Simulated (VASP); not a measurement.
# Sb (P2_1/m) in VASP: a series of runs

Aim: see how the results for Sb move with the level of theory and the settings. Levels: PBE+D4, PBEsol. Tasks: relaxation of cell and atoms, single point.

All numbers are computed with VASP 6.6.1; they aren't measurements. Logs are shortened: lines on timing, memory, paths and dates and some standing lists are left out, and cuts for length are marked.

## (1) The cell of the first run

Symmetry: P2_1/m, No. 11, monoclinic system. The conventional cell has a = 3.122 Å, b = 4.348 Å, c = 4.406 Å, α = 90.00°, β = 90.51°, γ = 90.00°. Sb (site symmetry m) has 6 Sb at 3.04 to 3.15 Å within 4.0 Å.

## (2) Relaxation of cell and atoms, PBE+D4

The input, INCAR:

```
  PREC = Accurate
  ENCUT = 600
  EDIFF = 1E-6
  ISMEAR = -1
  SIGMA = 0.05
  LREAL = F
  LASPH = T
  NELM = 80
  ALGO = Normal
  ISIF = 3
  LWAVE = F
  LCHARG = F
  GGA = PE
  IVDW = 13
  IBRION = 2
  NSW = 60
  EDIFFG = -0.01
```

The input, KPOINTS:

```
Automatic mesh
0
Gamma
  9 6 6
```

The input, POSCAR:

```
Sb
1.0
    3.1224020000      0.0000000000      0.0000000000
    0.0000000000      4.3475180000      0.0000000000
   -0.0389150000      0.0000000000      4.4058520000
Sb
2
Direct
    0.0113890000      0.2500000000      0.2411660000
    0.9886110000      0.7500000000      0.7588340000
```

Potentials or basis: VASP PAW PBE potentials, release 64 (Sb).

On the command line:

```
$ cat potpaw_PBE.64/Sb/POTCAR > POTCAR
$ mpirun -np 1 vasp_std > vasp.out
```

OUTCAR:

```text
PREC = Accurate
   ENCUT = 600
   EDIFF = 1E-6
   ISMEAR = -1
   LREAL = F
   LASPH = T
   NELM = 80
   ISIF = 3
   GGA = PE
   IVDW = 13
   IBRION = 2
   NSW = 60
   EDIFFG = -0.01

 ion  position               nearest neighbor table
   1  0.011  0.250  0.241-   2 3.04   2 3.04   2 3.15   2 3.15
   2  0.989  0.750  0.759-   1 3.04   1 3.04   1 3.15   1 3.15

  LATTYP: Found a simple monoclinic cell.
 ALAT       =     3.1224020000
 B/A-ratio  =     1.3923633152
 C/A-ratio  =     1.4111007668
 COS(beta)  =    -0.0088322263

  Lattice vectors:

 A1 = (   3.1224020000,   0.0000000000,   0.0000000000)
 A2 = (   0.0000000000,   4.3475180000,   0.0000000000)
 A3 = (  -0.0389150000,   0.0000000000,   4.4058520000)

Analysis of symmetry for initial positions (statically):
=====================================================================
 Subroutine PRICEL returns:
 Original cell was already a primitive cell.

 Routine SETGRP: Setting up the symmetry group for a
 simple monoclinic supercell.

 Subroutine GETGRP returns: Found  4 space group operations
 (whereof  2 operations were pure point group operations)
 out of a pool of  4 trial point group operations.

The static configuration has the point symmetry S_2 .
 The point group associated with its full space group is C_2h.

Analysis of symmetry for dynamics (positions and initial velocities):
=====================================================================
 Subroutine PRICEL returns:
 Original cell was already a primitive cell.

 Routine SETGRP: Setting up the symmetry group for a
 simple monoclinic supercell.

 Subroutine GETGRP returns: Found  4 space group operations
 (whereof  2 operations were pure point group operations)
 out of a pool of  4 trial point group operations.

The dynamic configuration has the point symmetry S_2 .
 The point group associated with its full space group is C_2h.

 Subroutine INISYM returns: Found  4 space group operations
 (whereof  2 operations are pure point group operations),
 and found     1 'primitive' translations

----------------------------------------------------------------------------------------

                                     Primitive cell

  volume of cell :      59.8081

  direct lattice vectors                    reciprocal lattice vectors
     3.122402000  0.000000000  0.000000000     0.320266257  0.000000000  0.002828774
     0.000000000  4.347518000  0.000000000     0.000000000  0.230016299  0.000000000
    -0.038915000  0.000000000  4.405852000     0.000000000  0.000000000  0.226970856

  length of vectors
     3.122402000  4.347518000  4.406023856     0.320278749  0.230016299  0.226970856

  position of ions in fractional coordinates (direct lattice)
     0.011389000  0.250000000  0.241166000
     0.988611000  0.750000000  0.758834000

  ion indices of the primitive-cell ions
   primitive index   ion index
                 1           1
                 2           2

----------------------------------------------------------------------------------------

 KPOINTS: Automatic mesh

Automatic generation of k-mesh.
 Grid dimensions read from file:
 generate k-points for:    9    6    6

 Generating k-lattice:

  Cartesian coordinates                     Fractional coordinates (reciprocal lattice)
     0.035585140  0.000000000  0.000314308     0.111111111  0.000000000  0.000000000
     0.000000000  0.038336050  0.000000000     0.000000000  0.166666667  0.000000000
     0.000000000  0.000000000  0.037828476     0.000000000  0.000000000  0.166666667

  Length of vectors
     0.035586528  0.038336050  0.037828476

  Shift w.r.t. Gamma in fractional coordinates (k-lattice)
     0.000000000  0.000000000  0.000000000

 Subroutine IBZKPT returns following result:
 ===========================================

 Found    112 irreducible k-points:

 Following reciprocal coordinates:
            Coordinates               Weight
  0.000000  0.000000  0.000000      1.000000
  0.111111  0.000000  0.000000      2.000000
  0.222222  0.000000  0.000000      2.000000
  0.333333  0.000000  0.000000      2.000000
  0.444444  0.000000  0.000000      2.000000
  0.000000  0.166667  0.000000      2.000000
[... 16 lines left out ...]
  0.222222  0.000000  0.166667      2.000000
  0.333333  0.000000  0.166667      2.000000
 [... further k-points ...]
   k-points           NKPTS =    112   k-points in BZ     NKDIM =    112   number of bands    NBANDS=      9
   number of dos      NEDOS =    301   number of ions     NIONS =      2
   total plane-waves  NPLWV =  36288
   dimension x,y,z NGX =    28 NGY =   36 NGZ =   36
   dimension x,y,z NGXF=    56 NGYF=   72 NGZF=   72
   ions per type =               2
   NGX,Y,Z   is equivalent  to a cutoff of  14.91, 13.77, 13.58 a.u.
   NGXF,Y,Z  is equivalent  to a cutoff of  29.82, 27.53, 27.17 a.u.
 SYSTEM =  unknown system
   PREC   = accura    normal or accurate (medium, high low for compatibility)
   ISTART =      0    job   : 0-new  1-cont  2-samecut
   ICHARG =      2    charge: 1-file 2-atom 10-const
   ISPIN  =      1    spin polarized calculation?
   LNONCOLLINEAR =      F non collinear calculations
   LSORBIT =      F    spin-orbit coupling
   LASPH  =      T    aspherical Exc in radial PAW
   ENCUT  =  600.0 eV  44.10 Ry    6.64 a.u.   6.24  8.68  8.80*2*pi/ulx,y,z
   NELM   =     80;   NELMIN=  2; NELMDL= -5     # of ELM steps
   EDIFF  = 0.1E-05   stopping-criterion for ELM
   LREAL  =      F    real-space projection
   EDIFFG = -.1E-01   stopping-criterion for IOM
   NSW    =     60    number of steps for IOM
   IBRION =      2    ionic relax: 0-MD 1-quasi-New 2-CG
   NFREE  =      1    steps in history (QN), initial steepest desc. (CG)
   ISIF   =      3    stress and relaxation
   ISYM   =      2    0-nonsym 1-usesym 2-fastsym
   POTIM  = 0.5000    time-step for ionic-motion
   TEBEG  =    0.0;   TEEND  =   0.0 temperature during run
   PSTRESS=    0.0 pullay stress
   NELECT =      10.0000    total number of electrons
   NUPDOWN=      -1.0000    fix difference up-down
   EMIN   =  10.00;   EMAX   =-10.00  energy-range for DOS
   EFERMI =   0.00;   METHOD = LEGACY
   ISMEAR =    -1;   SIGMA  =   0.05  broadening in eV -4-tet -1-fermi 0-gaus
   EFERMI_NEDOS =   21; number of points for ismear=-14 and -15
   IALGO  =     38    algorithm
   IMIX   =      4    mixing-type and parameters
     AMIX     =   0.40;   BMIX     =  1.00
     AMIX_MAG =   1.60;   BMIX_MAG =  1.00
  volume/ion in A,a.u.               =      29.90       201.80
  Fermi-wavevector in a.u.,A,eV,Ry     =   0.901893  1.704330 11.067117  0.813410
  Thomas-Fermi vector in A             =   2.025029
   LORBIT       =      0    0 simple, 1 ext, 2 COOP (PROOUT), +10 PAW based schemes
   GGA     = PE    functional components
   LHFCALC =     F    Hartree Fock is set to
   AEXX    =    0.0000 exact exchange contribution
   IVDW    =    13    specifies the selected vdW correction
   LEPSILON=     F    determine dielectric tensor
   LRPA    =     F    only Hartree local field effects (RPA)
 conjugate gradient relaxation of ions
 non-spin polarized calculation
  energy-cutoff  :      600.00
  volume of cell :       59.81
 maximum number of plane-waves:      2017
 NGX is ok and might be reduce to    28
   NGX = 13   NGY = 17   NGZ = 17

--------------------------------------- Ionic step        1  -------------------------------------------

 number of electron      10.0000000 magnetization

 Free energy of the ion-electron system (eV)
  ---------------------------------------------------
  ext. energy  EPLUGINS =         0.00000000
  ---------------------------------------------------
  free energy    TOTEN  =        -8.17014059 eV

  energy without entropy =       -8.15709686  energy(sigma->0) =       -8.16361872

------------------------ aborting loop because EDIFF is reached ----------------------------------------

  DFT-D4 for vdW energy calculation

  Edisp (eV):   -1.02997

  FORCE on cell =-STRESS in cart. coord.  units (eV):
  Direction    XX          YY          ZZ          XY          YZ          ZX
  --------------------------------------------------------------------------------------
  -------------------------------------------------------------------------------------
  Total      -0.74394    -0.94291    -0.84337     0.00000     0.00000     0.02943
  in kB     -19.92906   -25.25938   -22.59261     0.00000     0.00000     0.78846
  external pressure =      -22.59 kB  Pullay stress =        0.00 kB
[... 97 lines left out ...]
  FREE ENERGIE OF THE ION-ELECTRON SYSTEM (eV)
  ---------------------------------------------------
  free  energy   TOTEN  =        -9.2181630149 eV

  energy  without entropy=       -9.2059536669  energy(sigma->0) =       -9.21205834

[... ionic steps 4 to 16 ...]

--------------------------------------- Ionic step       17  -------------------------------------------

 number of electron      10.0000000 magnetization

------------------------ aborting loop because EDIFF is reached ----------------------------------------

  DFT-D4 for vdW energy calculation

  Edisp (eV):   -1.07484
[... 69 lines left out ...]
  energy  without entropy=       -9.2123053217  energy(sigma->0) =       -9.21811349

--------------------------------------- Ionic step       19  -------------------------------------------

 number of electron      10.0000000 magnetization

 Free energy of the ion-electron system (eV)
  ---------------------------------------------------
  ext. energy  EPLUGINS =         0.00000000
  ---------------------------------------------------
  free energy    TOTEN  =        -8.14886873 eV

  energy without entropy =       -8.13716627  energy(sigma->0) =       -8.14301750

 E-fermi :   7.8146     XC(G=0):  -9.8072

 val. band max:        7.7490262443   @ k =   0.0000   0.1667   0.3333
 cond. band min:       7.8153035972   @ k =   0.1111   0.3333   0.1667
 fundamental gap:      0.0662773529
 Fermi energy:         7.8145953993

 k-point     1 :       0.0000    0.0000    0.0000
  band No.  band energies     occupation
      1      -5.0482      2.00000
      2       0.3491      2.00000
      3       3.8821      2.00000
      4       4.0341      2.00000
      5       9.7092      0.00000
      6      10.9051      0.00000
      7      11.0838      0.00000
      8      11.1413      0.00000
      9      14.5737      0.00000
[... 265 lines left out ...]
 k-point    24 :       0.3333    0.0000    0.1667
  band No.  band energies     occupation
      1      -3.2942      2.00000
      2       1.1865      2.00000
      3       3.9280      2.00000
      4       5.6204      2.00000
      5       5.8266      2.00000
      6       7.9326      0.17254
      7      11.2281      0.00000
      8      11.5870      0.00000
      9      11.9726      0.00000

 [... further k-points ...]

------------------------ aborting loop because EDIFF is reached ----------------------------------------

  DFT-D4 for vdW energy calculation

  Edisp (eV):   -1.07512

  FORCE on cell =-STRESS in cart. coord.  units (eV):
  Direction    XX          YY          ZZ          XY          YZ          ZX
  --------------------------------------------------------------------------------------
  -------------------------------------------------------------------------------------
  Total      -0.00650     0.00973     0.00416     0.00000     0.00000    -0.00286
  in kB      -0.18191     0.27259     0.11648     0.00000     0.00000    -0.08009
  external pressure =        0.07 kB  Pullay stress =        0.00 kB
[... 17 lines left out ...]
  FREE ENERGIE OF THE ION-ELECTRON SYSTEM (eV)
  ---------------------------------------------------
  free  energy   TOTEN  =        -9.2239880251 eV

  energy  without entropy=       -9.2122855605  energy(sigma->0) =       -9.21813679

 reached required accuracy - stopping structural energy minimisation
```

Run time: 3.2 min. Hardware: 1 thread of AMD EPYC 9R45 (Zen 5), shared host; peak memory 0.23 GiB.

What came out:

| Quantity | Value |
| --- | --- |
| Free energy | -9.2240 eV |
| Relaxed volume | 28.61 Å³/atom |
| Relaxed cell | a = 3.073 Å, b = 4.288 Å, c = 4.342 Å, α = 90.00°, β = 89.97°, γ = 90.00° |
| Space group after relaxing (to 0.1 Å) | Pm-3m (No. 221) |
| Energy gained by relaxing | 11.9 meV/atom |
| Ionic steps | 19 |
| Pressure after relaxing | 0.0 GPa |
| Largest force after relaxing | 0.006 eV/Å |
| Band gap on the k mesh | zero (bands 5 and 6 overlap by 8.81 eV) |
| Dispersion energy per atom | -0.538 eV |

Forces on the atoms (eV/Å):
```
Sb  -0.003  0.000  0.005
Sb   0.003  0.000 -0.005
```

The path:
| step | energy change (eV) | largest force (eV/Å) | pressure (GPa) | volume (Å³) |
| --- | --- | --- | --- | --- |
| 1 | 0.0000 | 0.0641 | -2.26 | 59.81 |
| 2 | -0.0132 | 0.1465 | 1.38 | 56.23 |
| 3 | -0.0181 | 0.1170 | 0.04 | 57.40 |
| 4 | -0.0195 | 0.1033 | 0.04 | 57.34 |
| 5 | -0.0223 | 0.0529 | 0.09 | 57.17 |
| 6 | -0.0198 | 0.0456 | 0.45 | 56.82 |
| 7 | -0.0227 | 0.0286 | 0.14 | 57.08 |
| 8 | -0.0231 | 0.0187 | -0.19 | 57.41 |
| 9 | -0.0231 | 0.0204 | -0.11 | 57.32 |
| 10 | -0.0232 | 0.0172 | 0.10 | 57.14 |
| 11 | -0.0232 | 0.0180 | 0.05 | 57.19 |
| 12 | -0.0234 | 0.0159 | 0.07 | 57.17 |
| 13 | -0.0236 | 0.0212 | 0.12 | 57.11 |
| 14 | -0.0236 | 0.0220 | -0.06 | 57.28 |
| 15 | -0.0236 | 0.0219 | -0.03 | 57.25 |
| 16 | -0.0237 | 0.0188 | -0.02 | 57.25 |
| 17 | -0.0238 | 0.0118 | 0.00 | 57.23 |
| 18 | -0.0238 | 0.0083 | 0.00 | 57.23 |
| 19 | -0.0239 | 0.0056 | 0.01 | 57.22 |

Final structure:
```yaml
crystal:
  lattice:
    - [3.07269, 0.00000, 0.01426]
    - [0.00000, 4.28823, 0.00000]
    - [-0.01799, 0.00000, 4.34227]
  atoms:
    - { symbol: Sb, position: [0.00122, 0.25000, 0.24974] }
    - { symbol: Sb, position: [0.99878, 0.75000, 0.75026] }
```

Levels at points of the mesh, in eV from the Fermi level:
```tsv
k point	band 2	band 3	band 4	band 5	band 6	band 7	band 8	band 9
(0.00, 0.00, 0.00)	-7.47	-3.93	-3.78	1.89	3.09	3.27	3.33	6.76
(0.00, 0.50, 0.00)	-10.98	-1.62	-1.62	-1.11	-1.11	4.89	4.89	8.13
(0.00, 0.00, 0.50)	-11.01	-1.53	-1.51	-0.98	-0.97	4.85	4.86	7.86
(0.00, 0.50, 0.50)	-10.26	-6.02	-6.02	5.26	5.26	5.47	5.47	8.96
```

Caveat: spin-orbit coupling is left out, which moves the levels of the heavy elements.

## (3) Single point, PBEsol (28.11 Å³/atom)

This run uses another cell than the first one, of 28.11 Å³/atom.

The input, INCAR:

```
ALGO     = Normal         # electronic algorithm
EDIFF    = 1E-6           # SCF threshold, eV
ENCUT    = 520            # plane-wave cutoff, eV
GGA      = PS             # functional
ISIF     = 2              # what is computed and relaxed
ISMEAR   = -1             # smearing method
LASPH    = T              # aspherical terms in the spheres
LCHARG   = F              # write CHGCAR
LREAL    = F              # projectors in reciprocal space
LWAVE    = F              # write WAVECAR
NBANDS   = 12             # bands
NELM     = 80             # most SCF steps
PREC     = Accurate       # precision mode
SIGMA    = 0.05           # smearing width, eV
```

The input, KPOINTS:

```
k-points
0
Gamma
  9 6 6
```

The input, POSCAR:

```
Sb
1.0
    3.0586616250      0.0000000000      0.0000000000
    0.0000000000      4.2587682402      0.0000000000
   -0.0381205934      0.0000000000      4.3159114163
Sb
2
Direct
    0.0113890000      0.2500000000      0.2411660000
    0.9886110000      0.7500000000      0.7588340000
```

Potentials or basis: VASP PAW PBE potentials, release 64 (Sb).

On the command line:

```
$ cat potpaw_PBE.64/Sb/POTCAR > POTCAR
$ mpirun -np 1 vasp_std > vasp.out
```

Wall time 48 s (1 thread of Intel Xeon 8259CL, shared host); peak memory 0.2 GiB.

The run converged. Its results:

```
Free energy            : -9.0463 eV
Pressure               : 1.6 GPa
Largest force          : 0.153 eV/Å
Band gap on the k mesh : zero (bands 5 and 6 overlap by 8.93 eV)
```

Forces on the atoms (eV/Å):
```
Sb  -0.024  0.000  0.151
Sb   0.024  0.000 -0.151
```

Stress tensor (GPa, compression positive):
```
1.48 0.00 0.11
0.00 1.43 0.00
0.11 0.00 1.76
```

Levels at points of the mesh, in eV from the Fermi level:
```csv
k point,band 1,band 2,band 3,band 4,band 5,band 6,band 7,band 8,band 9,band 10
"(0.00, 0.00, 0.00)",-13.04,-7.46,-4.02,-3.88,1.70,3.08,3.32,3.44,6.70,6.93
"(0.00, 0.50, 0.00)",-11.12,-11.12,-1.73,-1.73,-1.08,-1.08,4.92,4.92,8.13,8.13
"(0.00, 0.00, 0.50)",-11.37,-10.93,-1.84,-1.29,-1.09,-0.92,4.69,5.10,7.76,7.96
"(0.00, 0.50, 0.50)",-10.35,-10.35,-6.17,-6.17,5.31,5.31,5.59,5.59,9.05,9.05
```

Caveat: the PAW data sets were made with another functional, which shifts forces and pressure a little; spin-orbit coupling is left out, which moves the levels of the heavy elements.

## (4) Single point, PBEsol (28.71 Å³/atom)

This run uses another cell than the first one, of 28.71 Å³/atom.

The input, INCAR:

```
PREC = Accurate ; ENCUT = 520
EDIFF = 1E-7 ; ISMEAR = -1
SIGMA = 0.05 ; LREAL = F
LASPH = T ; NELM = 60
ALGO = Normal ; ISIF = 2
LWAVE = F ; LCHARG = T
GGA = PS ; LELF = T
LVHAR = T ; NBANDS = 12
```

The input, KPOINTS:

```
regular mesh
0
Gamma
  9 6 6
```

The input, POSCAR:

```
Sb
1.0
    3.0802022053      0.0000000000      0.0000000000
    0.0000000000      4.2887605540      0.0000000000
   -0.0383890571      0.0000000000      4.3463061600
Sb
2
Direct
    0.0113890000      0.2500000000      0.2411660000
    0.9886110000      0.7500000000      0.7588340000
```

On the command line:

```
$ cat potpaw_PBE.64/Sb/POTCAR > POTCAR
$ mpirun -np 1 vasp_std > vasp.out
```

Run time: 59 s. Hardware: 1 thread of Intel Xeon 8259CL, shared host; peak memory 0.21 GiB.

It converged, with:

| Item | Value |
| --- | --- |
| Free energy | -9.0526 eV |
| Pressure | 0.2 GPa |
| Largest force | 0.115 eV/Å |
| Band gap on the k mesh | zero (bands 5 and 6 overlap by 8.73 eV) |

Forces in eV/Å, atoms in the order of the input:
```
Sb  -0.026  0.000  0.112
Sb   0.026  0.000 -0.112
```

Stress tensor (GPa, compression positive):
```
 0.24  0.00  0.10
 0.00 -0.04  0.00
 0.10  0.00  0.32
```

Levels at points of the mesh, in eV from the Fermi level:
```tsv
k point	band 2	band 3	band 4	band 5	band 6	band 7	band 8	band 9
(0.00, 0.00, 0.00)	-7.46	-3.91	-3.77	1.78	3.04	3.28	3.39	6.67
(0.00, 0.50, 0.00)	-10.98	-1.67	-1.67	-1.05	-1.05	4.83	4.83	8.09
(0.00, 0.00, 0.50)	-10.79	-1.77	-1.24	-1.07	-0.90	4.60	5.00	7.73
(0.00, 0.50, 0.50)	-10.25	-6.01	-6.01	5.20	5.20	5.47	5.47	8.99
```

Caveat: the PAW data sets were made with another functional, which shifts forces and pressure a little; spin-orbit coupling is left out, which moves the levels of the heavy elements.

(Part 1 of 2 ends here.)
